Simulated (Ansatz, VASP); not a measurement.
## One calculation of Ta2H, two programs

```
CELL_PARAMETERS angstrom
3.14599 0.00000 0.00000
0.00000 3.14599 0.00000
0.00000 0.00000 3.18939
ATOMIC_POSITIONS crystal
Ta 0.50000 0.00000 0.73907
Ta 0.00000 0.50000 0.26093
H 0.00000 0.00000 0.00000
```

Change from the starting cell: equal strain along all axes, cell held, atoms relaxed: -6.0 %.

Alike in both runs: functional PBEsol; k mesh 12 × 12 × 12; occupations gaussian, width 0.1 eV; no spin polarisation.

Ansatz relaxed the structure, and its values are those at the end. VASP's run is a single point on that final structure, the one shown.

|  | VASP | Ansatz |
| --- | --- | --- |
| version | VASP 6.6.1 | Ansatz 0.2.0 |
| potentials or method | VASP PAW PBE potentials, release 64 (Ta_pv, H), cutoff 520 eV | scalar-relativistic, plane waves, PAW |
| valence electrons in the cell | 23 | 27 |

Ansatz gave:

```
gap on the k mesh at the Fermi level (eV) : none
pressure (GPa)                            : 57.1
rms of the force components (eV/Å)        : 0.000
```

Q: Which values does VASP return?

A: gap on the k mesh at the Fermi level (eV): none; pressure (GPa): 58.0; rms of the force components (eV/Å): 0.008.

VASP's potentials were made for PBE, not for PBEsol. A gap of «none» marks a metal or a gap that the smearing closes. Both programs put the cell under a high pressure, so it lies far from rest at this level. With one functional, cell and mesh, what is left measures potentials, basis and numerics. VASP's potentials hold 23 valence electrons a cell and Ansatz's 27, so a difference there can come from the potentials and not from the codes. Ansatz's warnings: stress scf threshold loose.

Neither program's run includes spin-orbit coupling.
